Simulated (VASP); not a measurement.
Input of a VASP 6.6.1 run:

Contents of POSCAR:

```
ZrB
1.0
    0.0000000000      2.2280102335      2.2280102335
    2.2280102335      0.0000000000      2.2280102335
    2.2280102335      2.2280102335      0.0000000000
Zr B
1 1
Direct
    0.0000000000      0.0000000000      0.0000000000
    0.5000000000      0.5000000000      0.5000000000
```

Contents of INCAR.step1:

```
ALGO = Normal
EDIFF = 1E-5
ENCUT = 520
GGA = PE
ISIF = 2
ISMEAR = 1
LASPH = T
LREAL = F
LWAVE = T
NBANDS = 14
NELM = 60
PREC = Accurate
SIGMA = 0.1
```

INCAR.step2

```
ALGO = Normal
EDIFF = 1E-6
ENCUT = 520
GGA = PE
HFSCREEN = 0.2079
ISIF = 2
ISMEAR = 1
ISTART = 1
LASPH = T
LCHARG = T
LELF = T
LHFCALC = T
LREAL = F
LVHAR = T
LWAVE = F
NBANDS = 14
NELM = 60
PREC = Accurate
PRECFOCK = Normal
SIGMA = 0.1
```

The input KPOINTS:

```
k-points
0
Gamma
  7 7 7
```

Potentials or basis: VASP PAW PBE potentials, release 64 (Zr_sv, B).

Run with:

```console
$ cat potpaw_PBE.64/Zr_sv/POTCAR potpaw_PBE.64/B/POTCAR > POTCAR
$ cp INCAR.step1 INCAR
$ mpirun -np 1 vasp_std > vasp.out
$ cp INCAR.step2 INCAR
$ mpirun -np 1 vasp_std > vasp.out
```

Q: What does it give for the pressure?

A: 79.0 GPa.

Caveat: the PAW data sets were made with another functional, which shifts forces and pressure a little.
